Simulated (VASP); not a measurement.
The system is B4AsN3.

```
N As B
1.0
     2.61173    0.00000    0.00000
     0.00000    2.61173    3.69354
     0.00000   -2.61173    3.69354
N As B
3 1 4
Direct
  0.00000 0.00000 0.00000
  0.50000 0.00000 0.50000
  0.50000 0.50000 0.00000
  0.00000 0.50000 0.50000
  0.50000 0.87500 0.87500
  0.00000 0.87500 0.37500
  0.00000 0.37500 0.87500
  0.50000 0.37500 0.37500
```

- Program: VASP 6.6.1
- Task: relaxation of cell and atoms
- Functional: PBE
- Potentials or basis: VASP PAW PBE potentials, release 64 (N, As, B)
- Cutoff: 600 eV
- k mesh: 8 × 6 × 6
- Occupations: fermi-dirac, width 0.02 eV
- Spin: no spin polarisation

At the start: pressure 117.5 GPa; volume 6.30 Å³/atom.

Q: How do energy, volume and symmetry change on relaxing?

A: Over 27 steps the energy falls by 966.4 meV/atom and the volume is 7.90 Å³/atom (+25.5 %); space group Amm2 (No. 38, to 0.1 Å) before and after.

The path:
| step | energy change (eV) | largest force (eV/Å) | pressure (GPa) | volume (Å³) |
| --- | --- | --- | --- | --- |
| 1 | 0.0000 | 17.0307 | 117.50 | 50.39 |
| 2 | 2.9079 | 2.6264 | -33.56 | 92.14 |
| 3 | -0.3298 | 3.7649 | -31.45 | 81.39 |
| 4 | -2.5746 | 4.0891 | -26.20 | 74.24 |
| 5 | -6.6202 | 4.5558 | 3.57 | 61.55 |
| 6 | -6.7834 | 2.5154 | 39.02 | 55.78 |
| 7 | -7.0038 | 3.4966 | 18.27 | 58.69 |
| 8 | -7.0230 | 3.0495 | 22.52 | 58.01 |
| 9 | -7.2900 | 3.9296 | -13.33 | 66.86 |
| 10 | -7.6153 | 1.6465 | -0.84 | 62.88 |
| 11 | -7.6905 | 1.1911 | -1.45 | 63.68 |
| 12 | -7.7148 | 0.4525 | -1.43 | 63.42 |
| 13 | -7.7148 | 0.4527 | -1.43 | 63.41 |
| 14 | -7.7258 | 0.1738 | 0.77 | 62.98 |
| 15 | -7.7259 | 0.1448 | 0.99 | 62.93 |
| 16 | -7.7295 | 0.0677 | 0.23 | 63.12 |
| 17 | -7.7297 | 0.1050 | 0.06 | 63.17 |
| 18 | -7.7307 | 0.0319 | -0.10 | 63.25 |
| 19 | -7.7307 | 0.0303 | -0.10 | 63.25 |
| 20 | -7.7308 | 0.0189 | 0.02 | 63.22 |
| 21 | -7.7308 | 0.0159 | 0.02 | 63.22 |
| 22 | -7.7308 | 0.0130 | 0.01 | 63.22 |
| 23 | -7.7308 | 0.0118 | 0.01 | 63.22 |
| 24 | -7.7309 | 0.0064 | 0.02 | 63.22 |
| 25 | -7.7309 | 0.0086 | 0.02 | 63.22 |
| 26 | -7.7309 | 0.0061 | -0.01 | 63.23 |
| 27 | -7.7309 | 0.0033 | -0.01 | 63.23 |

Final structure:
```cif
data_structure
_symmetry_space_group_name_H-M 'P 1'
_symmetry_Int_Tables_number 1
_cell_length_a 2.7786
_cell_length_b 4.9079
_cell_length_c 4.9079
_cell_angle_alpha 70.855
_cell_angle_beta 90.000
_cell_angle_gamma 90.000
_cell_volume 63.23
loop_
_atom_site_label
_atom_site_type_symbol
_atom_site_fract_x
_atom_site_fract_y
_atom_site_fract_z
_atom_site_occupancy
N1 N 0.00000 0.00314 0.00314 1
N2 N 0.50000 0.00862 0.48615 1
N3 N 0.50000 0.48615 0.00862 1
As1 As 0.00000 0.50214 0.50214 1
B1 B 0.50000 0.88141 0.88141 1
B2 B 0.00000 0.91503 0.36010 1
B3 B 0.00000 0.36010 0.91503 1
B4 B 0.50000 0.34341 0.34341 1
```

Caveat: the volume moved by over 15 % at a fixed basis, so the end points are rough.
